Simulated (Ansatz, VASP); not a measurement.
**C in VASP and in Ansatz**

Contents of POSCAR:

```
C
1.0
    3.5602834153      0.0000000000      0.0000000000
    0.0000000000     -3.5602834153      0.0000000000
    0.0000000000      0.0000000000     -3.5602834153
C
8
Direct
    0.5324328264     -0.0324328264     -0.0324328264
    0.0000000000      0.5000000000      0.0000000000
    0.0000000000      0.0000000000      0.5000000000
    0.5000000000      0.5000000000      0.5000000000
    0.7500000000      0.7500000000      0.7500000000
    0.2500000000      0.2500000000      0.7500000000
    0.2500000000      0.7500000000      0.2500000000
    0.7500000000      0.2500000000      0.2500000000
```

File INCAR.step1:

```
SYSTEM = C
PREC = Accurate
ENCUT = 910
ISMEAR = 0
SIGMA = 0.05
LREAL = .False.
LASPH = .True.
NELM = 120
NBANDS = 26
GGA = PE
ALGO = Normal
EDIFF = 1E-5
LWAVE = .True.
LCHARG = .False.
GGA_COMPAT = .False.
```

Contents of INCAR.step2:

```
SYSTEM = C
PREC = Accurate
ENCUT = 910
EDIFF = 1E-6
ISMEAR = 0
SIGMA = 0.05
LREAL = .False.
LASPH = .True.
NELM = 120
ALGO = Normal
ISIF = 2
LWAVE = .False.
LCHARG = .False.
METAGGA = R2SCAN
LMIXTAU = .True.
NBANDS = 26
ISTART = 1
GGA_COMPAT = .False.
```

The input KPOINTS:

```
Automatic mesh
0
Gamma
  6 6 6
  0 0 0
```

Input for Ansatz:

```yaml
crystal:
  lattice:
    - [3.5602834153, 0.0, 0.0]
    - [0.0, -3.5602834153, 0.0]
    - [0.0, 0.0, -3.5602834153]
  atoms:
    - { symbol: C, position: [0.5324328264, -0.0324328264, -0.0324328264] }
    - { symbol: C, position: [0.0, 0.5, 0.0] }
    - { symbol: C, position: [0.0, 0.0, 0.5] }
    - { symbol: C, position: [0.5, 0.5, 0.5] }
    - { symbol: C, position: [0.75, 0.75, 0.75] }
    - { symbol: C, position: [0.25, 0.25, 0.75] }
    - { symbol: C, position: [0.25, 0.75, 0.25] }
    - { symbol: C, position: [0.75, 0.25, 0.25] }
basis:
  ecutwfc: 500
kpoints:
  mp_grid: { grid: [6, 6, 6] }
hamiltonian:
  xc: r2scan
scf:
  occupations: { method: gaussian, width: 0.05 }
output:
  forces: true
  stress: true
  eigenvalues: true
```

Alike in both runs: task single point; functional r2SCAN; k mesh 6 × 6 × 6; occupations gaussian, width 0.05 eV; no spin polarisation.

|  | VASP | Ansatz |
| --- | --- | --- |
| version | VASP 6.6.1 | Ansatz 0.2.0 |
| potentials or method | VASP PAW PBE potentials, release 64 (C_h), cutoff 910 eV | scalar-relativistic, plane waves, PAW |
| valence electrons in the cell | 32 | 32 |

Ansatz gave:

* gap on the k mesh at the Fermi level (eV): 3.56
* least direct gap on the mesh (eV): 3.57
* rms of the force components (eV/Å): 2.865

Task: Estimate VASP's values.

Result: gap on the k mesh at the Fermi level (eV): 3.56; least direct gap on the mesh (eV): 3.57; rms of the force components (eV/Å): 2.858.

VASP's potentials were made for PBE, not for r2SCAN. Atom by atom the forces differ by 0.008 eV/Å (rms over components). With one functional, cell and mesh, what is left measures potentials, basis and numerics.

Noted on VASP's run: the cutoff is short for stress, so the pressure is rough.
